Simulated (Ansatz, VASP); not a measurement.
# One calculation of NbAs, two programs

```
Nb As
1.0
     0.00000    2.62244    2.62244
     2.62244    0.00000    2.62244
     2.62244    2.62244    0.00000
Nb As
1 1
Direct
  0.50000 0.50000 0.50000
  0.00000 0.00000 0.00000
```

Alike in both runs: task single point; functional PBEsol; k mesh 10 × 10 × 10; occupations gaussian, width 0.05 eV; no spin polarisation.

```csv
,VASP,Ansatz
version,VASP 6.6.1,Ansatz 0.2.0
potentials or method,"VASP PAW PBE potentials, release 64 (Nb_sv, As), cutoff 520 eV","scalar-relativistic, plane waves, PAW"
valence electrons in the cell,18,28
```

```csv
,VASP,Ansatz,Ansatz less VASP
gap on the k mesh at the Fermi level (eV),none,none,-
pressure (GPa),-2.9,-3.0,-0.16
```

VASP's potentials were made for PBE, not for PBEsol. A gap of «none» marks a metal or a gap that the smearing closes. VASP's potentials hold 18 valence electrons a cell and Ansatz's 28, so a difference there can come from the potentials and not from the codes.
